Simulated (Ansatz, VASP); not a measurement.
## Cu: VASP beside Ansatz

```
CELL_PARAMETERS angstrom
-1.35263 1.35263 1.43365
1.35263 -1.35263 1.43365
1.35263 1.35263 -1.43365
ATOMIC_POSITIONS crystal
Cu 0.00000 0.00000 0.00000
```

Alike in both runs: task single point; functional LDA; k mesh 24 × 24 × 24; occupations gaussian, width 0.15 eV; no spin polarisation.

|  | VASP | Ansatz |
| --- | --- | --- |
| version | VASP 6.6.1 | Ansatz 0.2.0 |
| potentials or method | VASP PAW LDA potentials, release 64 (Cu_sv_GW), cutoff 820 eV | scalar-relativistic, plane waves, PAW |
| valence electrons in the cell | 19 | 19 |

```tsv
	VASP	Ansatz	Ansatz less VASP
gap on the k mesh at the Fermi level (eV)	none	none	-
pressure (GPa)	7.7	8.3	+0.65
traceless stress, the component that is largest in VASP (GPa)	0.77	0.75	-0.016
```

Ansatz warns that its potentials were made for another functional, while VASP's fit it. LDA's correlation is that of Perdew and Zunger in VASP and of Perdew and Wang (1992) in Ansatz. A gap of «none» marks a metal or a gap that the smearing closes.
